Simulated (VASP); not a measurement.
# HgTe (I-4m2) in VASP: notebook

The runs below take HgTe through single point, with LDA, r2SCAN.

Everything below comes from runs of VASP 6.6.1. Logs are shortened: lines on timing, memory, paths and dates and some standing lists are left out, and cuts for length are marked.

### Step 1. The cell of the first run

Symmetry: I-4m2, No. 119, tetragonal system. The conventional cell has a = 6.171 Å, b = 6.171 Å, c = 3.160 Å, α = 90.00°, β = 90.00°, γ = 90.00°. Hg (site symmetry -4m2) has 2 Hg at 3.16 Å and 8 Te at 3.19 to 3.89 Å within 4.2 Å. Within 4.2 Å of Te (site symmetry -4m2) lie 2 Te at 3.16 Å and 8 Hg at 3.19 to 3.89 Å.

### Step 2. Single point, LDA

INCAR

```
SYSTEM = HgTe
ALGO     = Normal         ! electronic algorithm
EDIFF    = 1E-6           ! SCF threshold, eV
ENCUT    = 520            ! plane-wave cutoff, eV
ISIF     = 2              ! what is computed and relaxed
ISMEAR   = -1             ! smearing method
LASPH    = .TRUE.         ! aspherical terms in the spheres
LCHARG   = .TRUE.         ! write CHGCAR
LELF     = .TRUE.         ! ELF
LREAL    = .FALSE.        ! projectors in reciprocal space
LVHAR    = .TRUE.       
LWAVE    = .FALSE.        ! write WAVECAR
NBANDS   = 16             ! bands
NELM     = 80             ! most SCF steps
PREC     = Accurate       ! precision mode
SIGMA    = 0.05           ! smearing width, eV
```

KPOINTS

```
k-points
0
G
  10 10 10
  0 0 0
```

POSCAR

```
HgTe
1.0
   -3.0856813198      3.0856813198      1.5799309059
    3.0856813198     -3.0856813198      1.5799309059
    3.0856813198      3.0856813198     -1.5799309059
Hg Te
1 1
Direct
    0.7500000000      0.2500000000      0.5000000000
    0.0000000000      0.0000000000      0.0000000000
```

Potentials or basis: VASP PAW LDA potentials, release 64 (Hg, Te).

Command:

```sh
$ cat potpaw_LDA.64/Hg/POTCAR potpaw_LDA.64/Te/POTCAR > POTCAR
$ mpirun -np 1 vasp_std > vasp.out
```

OUTCAR:

```text
SYSTEM = HgTe
   EDIFF = 1E-6
   ENCUT = 520
   ISIF = 2
   ISMEAR = -1
   LASPH = .TRUE.
   LREAL = .FALSE.
   NELM = 80
   PREC = Accurate

 ion  position               nearest neighbor table
   1  0.750  0.250  0.500-   2 3.19   2 3.19   2 3.19   2 3.19
   2  0.000  0.000  0.000-   1 3.19   1 3.19   1 3.19   1 3.19

  LATTYP: Found a body centered tetragonal cell.
 ALAT       =     6.1713626396
 C/A-ratio  =     0.5120201155

  Lattice vectors:

 A1 = (  -3.0856813198,   3.0856813198,   1.5799309059)
 A2 = (   3.0856813198,  -3.0856813198,   1.5799309059)
 A3 = (   3.0856813198,   3.0856813198,  -1.5799309059)

Analysis of symmetry for initial positions (statically):
=====================================================================
 Subroutine PRICEL returns:
 Original cell was already a primitive cell.

 Routine SETGRP: Setting up the symmetry group for a
 body centered tetragonal supercell.

 Subroutine GETGRP returns: Found  8 space group operations
 (whereof  8 operations were pure point group operations)
 out of a pool of 16 trial point group operations.

The static configuration has the point symmetry D_2d.

Analysis of symmetry for dynamics (positions and initial velocities):
=====================================================================
 Subroutine PRICEL returns:
 Original cell was already a primitive cell.

 Routine SETGRP: Setting up the symmetry group for a
 body centered tetragonal supercell.

 Subroutine GETGRP returns: Found  8 space group operations
 (whereof  8 operations were pure point group operations)
 out of a pool of 16 trial point group operations.

The dynamic configuration has the point symmetry D_2d.

 Subroutine INISYM returns: Found  8 space group operations
 (whereof  8 operations are pure point group operations),
 and found     1 'primitive' translations

----------------------------------------------------------------------------------------

                                     Primitive cell

  volume of cell :      60.1728

  direct lattice vectors                    reciprocal lattice vectors
    -3.085681320  3.085681320  1.579930906     0.000000000  0.162038768  0.316469536
     3.085681320 -3.085681320  1.579930906     0.162038768  0.000000000  0.316469536
     3.085681320  3.085681320 -1.579930906     0.162038768  0.162038768  0.000000000

  length of vectors
     4.641017139  4.641017139  4.641017139     0.355541178  0.355541178  0.229157424

  position of ions in fractional coordinates (direct lattice)
     0.750000000  0.250000000  0.500000000
[... 73 lines left out ...]
   LNONCOLLINEAR =      F non collinear calculations
   LSORBIT =      F    spin-orbit coupling
   LASPH  =      T    aspherical Exc in radial PAW
   ENCUT  =  520.0 eV  38.22 Ry    6.18 a.u.   8.63  8.63  8.63*2*pi/ulx,y,z
   NELM   =     80;   NELMIN=  2; NELMDL= -5     # of ELM steps
   EDIFF  = 0.1E-05   stopping-criterion for ELM
   LREAL  =      F    real-space projection
   EDIFFG = 0.1E-04   stopping-criterion for IOM
   NSW    =      0    number of steps for IOM
   IBRION =     -1    ionic relax: 0-MD 1-quasi-New 2-CG
   NFREE  =      0    steps in history (QN), initial steepest desc. (CG)
   ISIF   =      2    stress and relaxation
   ISYM   =      2    0-nonsym 1-usesym 2-fastsym
   POTIM  = 0.5000    time-step for ionic-motion
   TEBEG  =    0.0;   TEEND  =   0.0 temperature during run
   PSTRESS=    0.0 pullay stress
   NELECT =      18.0000    total number of electrons
   NUPDOWN=      -1.0000    fix difference up-down
   EMIN   =  10.00;   EMAX   =-10.00  energy-range for DOS
   EFERMI =   0.00;   METHOD = LEGACY
   ISMEAR =    -1;   SIGMA  =   0.05  broadening in eV -4-tet -1-fermi 0-gaus
   EFERMI_NEDOS =   21; number of points for ismear=-14 and -15
   IALGO  =     38    algorithm
   IMIX   =      4    mixing-type and parameters
     AMIX     =   0.40;   BMIX     =  1.00
     AMIX_MAG =   1.60;   BMIX_MAG =  1.00
  volume/ion in A,a.u.               =      30.09       203.03
  Fermi-wavevector in a.u.,A,eV,Ry     =   1.094878  2.069019 16.310080  1.198757
  Thomas-Fermi vector in A             =   2.231191
   LORBIT       =      0    0 simple, 1 ext, 2 COOP (PROOUT), +10 PAW based schemes
   GGA     = CA    functional components
   LHFCALC =     F    Hartree Fock is set to
   AEXX    =    0.0000 exact exchange contribution
   IVDW    =     0    specifies the selected vdW correction
   LEPSILON=     F    determine dielectric tensor
   LRPA    =     F    only Hartree local field effects (RPA)
 non-spin polarized calculation
  energy-cutoff  :      520.00
  volume of cell :       60.17
 maximum number of plane-waves:      1642
   NGX = 17   NGY = 17   NGZ = 17

 number of electron      18.0000003 magnetization

 Free energy of the ion-electron system (eV)
  ---------------------------------------------------
  ext. energy  EPLUGINS =         0.00000000
  ---------------------------------------------------
  free energy    TOTEN  =        -4.60725636 eV

  energy without entropy =       -4.59732905  energy(sigma->0) =       -4.60229271

 E-fermi :   3.7572     XC(G=0):  -9.9134

 val. band max:        3.7494914100   @ k =  -0.3000  -0.4000   0.1000
 cond. band min:       3.8057479139   @ k =  -0.4000   0.5000   0.1000
 fundamental gap:      0.0562565039
 Fermi energy:         3.7572082089

 k-point     1 :       0.0000    0.0000    0.0000
  band No.  band energies     occupation
      1      -8.3887      2.00000
      2      -3.4432      2.00000
      3      -2.7683      2.00000
      4      -2.7043      2.00000
      5      -2.3093      2.00000
      6      -2.3093      2.00000
[... 433 lines left out ...]
      3      -2.8073      2.00000
      4      -2.6236      2.00000
      5      -2.5617      2.00000
      6      -2.5453      2.00000
[... 8 lines left out ...]
     15      13.5117      0.00000
     16      14.6657      0.00000

 [... further k-points ...]
[... 5 lines left out ...]
  --------------------------------------------------------------------------------------
  -------------------------------------------------------------------------------------
  Total       -2.6196989     -2.6196989     -1.3607268      0.0000000      0.0000000      0.0000000
  in kB      -69.7528131    -69.7528131    -36.2310805      0.0000000      0.0000000      0.0000000
  external PRESSURE =     -58.5789022 kB  Pullay stress =       0.0000000 kB

 VOLUME and BASIS-vectors are now :
 -----------------------------------------------------------------------------
  energy-cutoff  :      520.00
  volume of cell :       60.17
      direct lattice vectors                 reciprocal lattice vectors
    -3.085681320  3.085681320  1.579930906     0.000000000  0.162038768  0.316469536
     3.085681320 -3.085681320  1.579930906     0.162038768  0.000000000  0.316469536
     3.085681320  3.085681320 -1.579930906     0.162038768  0.162038768  0.000000000

 POSITION                                       TOTAL-FORCE (eV/Angst)
 -----------------------------------------------------------------------------------
     -0.00000      3.08568      0.78997         0.000000     -0.000000     -0.000000
      0.00000      0.00000      0.00000        -0.000000      0.000000      0.000000
 -----------------------------------------------------------------------------------
    total drift:                               -0.000000      0.000000     -0.000000

  FREE ENERGIE OF THE ION-ELECTRON SYSTEM (eV)
  ---------------------------------------------------
  free  energy   TOTEN  =        -4.6072563635 eV

  energy  without entropy=       -4.5973290518  energy(sigma->0) =       -4.60229271
```

Wall time 1.8 min (1 thread of Intel Xeon 8259CL, shared host); peak memory 0.24 GiB.

Results:

```yaml
Free_energy: -4.6073 eV
Pressure: -5.9 GPa
Band_gap_on_the_k_mesh: zero (bands 9 and 10 overlap by 3.17 eV)
```

Caveat: the cell stands under tension; spin-orbit coupling is left out, which moves the levels of the heavy elements.

### Step 3. Single point, LDA

This run uses another cell than the first one, of 30.66 Å³/atom.

INCAR

```
SYSTEM = HgTe
ALGO     = Normal         ! electronic algorithm
EDIFF    = 1E-7           ! SCF threshold, eV
ENCUT    = 520            ! plane-wave cutoff, eV
GGA      = CA             ! functional
ISIF     = 2              ! what is computed and relaxed
ISMEAR   = -1             ! smearing method
LASPH    = .True.         ! aspherical terms in the spheres
LCHARG   = .False.        ! write CHGCAR
LREAL    = .False.        ! projectors in reciprocal space
LWAVE    = .False.        ! write WAVECAR
NBANDS   = 16             ! bands
NELM     = 80             ! most SCF steps
PREC     = Accurate       ! precision mode
SIGMA    = 0.05           ! smearing width, eV
```

KPOINTS

```
k-points
0
Gamma
  10 10 10
  0 0 0
```

POSCAR

```
HgTe
1.0
   -3.1053358708      3.1053358708      1.5899944314
    3.1053358708     -3.1053358708      1.5899944314
    3.1053358708      3.1053358708     -1.5899944314
Hg Te
1 1
Direct
    0.7500000000      0.2500000000      0.5000000000
    0.0000000000      0.0000000000      0.0000000000
```

Potentials or basis: VASP PAW LDA potentials, release 64 (Hg, Te).

Command:

```sh
$ cat potpaw_LDA.64/Hg/POTCAR potpaw_LDA.64/Te/POTCAR > POTCAR
$ mpirun -np 1 vasp_std > vasp.out
```

OUTCAR:

```text
SYSTEM = HgTe
   EDIFF = 1E-7
   ENCUT = 520
   GGA = CA
   ISIF = 2
   ISMEAR = -1
   LASPH = .True.
   LREAL = .False.
   NELM = 80
   PREC = Accurate

 ion  position               nearest neighbor table
   1  0.750  0.250  0.500-   2 3.21   2 3.21   2 3.21   2 3.21
   2  0.000  0.000  0.000-   1 3.21   1 3.21   1 3.21   1 3.21

  LATTYP: Found a body centered tetragonal cell.
 ALAT       =     6.2106717416
 C/A-ratio  =     0.5120201156

  Lattice vectors:

 A1 = (  -3.1053358708,   3.1053358708,   1.5899944314)
 A2 = (   3.1053358708,  -3.1053358708,   1.5899944314)
 A3 = (   3.1053358708,   3.1053358708,  -1.5899944314)

Analysis of symmetry for initial positions (statically):
=====================================================================
 Subroutine PRICEL returns:
 Original cell was already a primitive cell.

 Routine SETGRP: Setting up the symmetry group for a
 body centered tetragonal supercell.

 Subroutine GETGRP returns: Found  8 space group operations
 (whereof  8 operations were pure point group operations)
 out of a pool of 16 trial point group operations.

The static configuration has the point symmetry D_2d.

Analysis of symmetry for dynamics (positions and initial velocities):
[... 159 lines left out ...]

 val. band max:        3.5311509247   @ k =   0.2000   0.1000   0.0000
 cond. band min:       3.5551035475   @ k =  -0.3000  -0.4000   0.1000
 fundamental gap:      0.0239526228
 Fermi energy:         3.5548524711

 k-point     1 :       0.0000    0.0000    0.0000
  band No.  band energies     occupation
      1      -8.4718      2.00000
      2      -3.5563      2.00000
      3      -2.9013      2.00000
      4      -2.8426      2.00000
      5      -2.4663      2.00000
      6      -2.4663      2.00000
[... 433 lines left out ...]
      3      -2.9389      2.00000
      4      -2.7652      2.00000
      5      -2.7094      2.00000
      6      -2.6910      2.00000
[... 8 lines left out ...]
     15      13.2462      0.00000
     16      14.3992      0.00000

 [... further k-points ...]

------------------------ aborting loop because EDIFF is reached ----------------------------------------

  FORCE on cell =-STRESS in cart. coord.  units (eV):
  Direction    XX          YY          ZZ          XY          YZ          ZX
  --------------------------------------------------------------------------------------
  -------------------------------------------------------------------------------------
  Total       -2.8075744     -2.8075744     -1.6493090      0.0000000      0.0000000      0.0000000
  in kB      -73.3447627    -73.3447627    -43.0863663      0.0000000      0.0000000      0.0000000
  external PRESSURE =     -63.2586306 kB  Pullay stress =       0.0000000 kB

 VOLUME and BASIS-vectors are now :
 -----------------------------------------------------------------------------
  energy-cutoff  :      520.00
  volume of cell :       61.33
      direct lattice vectors                 reciprocal lattice vectors
    -3.105335871  3.105335871  1.589994431     0.000000000  0.161013179  0.314466510
     3.105335871 -3.105335871  1.589994431     0.161013179  0.000000000  0.314466510
     3.105335871  3.105335871 -1.589994431     0.161013179  0.161013179  0.000000000

 POSITION                                       TOTAL-FORCE (eV/Angst)
 -----------------------------------------------------------------------------------
     -0.00000      3.10534      0.79500         0.000000     -0.000000      0.000000
      0.00000      0.00000      0.00000        -0.000000      0.000000     -0.000000
 -----------------------------------------------------------------------------------
    total drift:                               -0.000000      0.000000     -0.000000

  FREE ENERGIE OF THE ION-ELECTRON SYSTEM (eV)
  ---------------------------------------------------
  free  energy   TOTEN  =        -4.5634882068 eV

  energy  without entropy=       -4.5537088971  energy(sigma->0) =       -4.55859855
```

Wall time 2 min (1 thread of Intel Xeon 8259CL, shared host); peak memory 0.25 GiB.

Results:

```
Free energy            : -4.5635 eV
Pressure               : -6.3 GPa
Band gap on the k mesh : zero (bands 9 and 10 overlap by 3.07 eV)
```

Caveat: the cell stands under tension; spin-orbit coupling is left out, which moves the levels of the heavy elements.

### Step 4. Single point, r2SCAN

This run uses another cell than the first one, of 27.19 Å³/atom.

POSCAR

```
HgTe
1.0
   -2.9834303915      2.9834303915      1.5275763738
    2.9834303915     -2.9834303915      1.5275763738
    2.9834303915      2.9834303915     -1.5275763738
Hg Te
1 1
Direct
    0.7500000000      0.2500000000      0.5000000000
    0.0000000000      0.0000000000      0.0000000000
```

INCAR.step1

```
PREC     = Accurate       # precision mode
ENCUT    = 520            # plane-wave cutoff, eV
ISMEAR   = -1             # smearing method
SIGMA    = 0.05           # smearing width, eV
LREAL    = False          # projectors in reciprocal space
LASPH    = True           # aspherical terms in the spheres
NELM     = 100            # most SCF steps
NBANDS   = 16             # bands
GGA      = PE             # functional
ALGO     = Normal         # electronic algorithm
EDIFF    = 1E-4           # SCF threshold, eV
LWAVE    = True           # write WAVECAR
LCHARG   = False          # write CHGCAR
```

INCAR.step2

```
PREC     = Accurate       # precision mode
ENCUT    = 520            # plane-wave cutoff, eV
EDIFF    = 1E-6           # SCF threshold, eV
ISMEAR   = -1             # smearing method
SIGMA    = 0.05           # smearing width, eV
LREAL    = False          # projectors in reciprocal space
LASPH    = True           # aspherical terms in the spheres
NELM     = 100            # most SCF steps
ALGO     = Normal         # electronic algorithm
ISIF     = 2              # what is computed and relaxed
LWAVE    = False          # write WAVECAR
LCHARG   = False          # write CHGCAR
METAGGA  = R2SCAN         # meta-GGA
LMIXTAU  = True         
NBANDS   = 16             # bands
ISTART   = 1
```

KPOINTS

```
Automatic mesh
0
Gamma
  10 10 10
```

Potentials or basis: VASP PAW PBE potentials, release 64 (Hg, Te).

Command:

```sh
$ cat potpaw_PBE.64/Hg/POTCAR potpaw_PBE.64/Te/POTCAR > POTCAR
$ cp INCAR.step1 INCAR
$ mpirun -np 1 vasp_std > vasp.out
$ cp INCAR.step2 INCAR
$ mpirun -np 1 vasp_std > vasp.out
```

Run time: 6.8 min. Hardware: 1 thread of Intel Xeon 8259CL, shared host; peak memory 0.28 GiB.

The run converged. Its results:

| Property | Result |
| --- | --- |
| Free energy | -74.7004 eV |
| Pressure | 2.1 GPa |
| Band gap on the k mesh | zero (bands 9 and 10 overlap by 3.86 eV) |

Stress tensor (GPa, compression positive):
```
0.12 0.00 0.00
0.00 0.12 0.00
0.00 0.00 6.07
```

Levels at points of the mesh, in eV from the Fermi level:
| k point | band 7 | band 8 | band 9 | band 10 | band 11 | band 12 |
| --- | --- | --- | --- | --- | --- | --- |
| (0.00, 0.00, 0.00) | -3.48 | -2.86 | -2.86 | 4.00 | 4.85 | 7.49 |
| (0.50, 0.00, 0.00) | -5.08 | -2.19 | -1.35 | -0.12 | 3.54 | 4.00 |
| (0.50, 0.50, 0.00) | -6.67 | -1.06 | 1.73 | 2.19 | 3.05 | 3.80 |
| (0.50, 0.50, 0.50) | -4.92 | -4.92 | -4.77 | 3.59 | 7.78 | 8.97 |

Caveat: the PAW data sets were made with another functional, which shifts forces and pressure a little; spin-orbit coupling is left out, which moves the levels of the heavy elements.

### Step 5. Overview

| level | potentials or basis | cell | gap on the mesh (eV) | pressure (GPa) |
| --- | --- | --- | --- | --- |
| LDA | VASP PAW LDA potentials, release 64 (Hg, Te) | a = 4.641 Å, angles 96.7, 96.7, 140.2°, 2 atoms | none | -5.9 |
| LDA | VASP PAW LDA potentials, release 64 (Hg, Te) | a = 4.671 Å, angles 96.7, 96.7, 140.2°, 2 atoms | none | -6.3 |
| r2SCAN | VASP PAW PBE potentials, release 64 (Hg, Te) | a = 4.487 Å, angles 96.7, 96.7, 140.2°, 2 atoms | none | 2.1 |

Alike in all rows: task single point; no spin polarisation; k mesh 10 × 10 × 10; cutoff (eV) 520; smearing fermi-dirac 0.05 eV.

Caveats: spin-orbit coupling is left out, which moves the levels of the heavy elements; the cell stands under tension (at least some runs); the PAW data sets were made with another functional, which shifts forces and pressure a little (at least some runs).

Absolute energies hang on the potentials; compare differences alone.
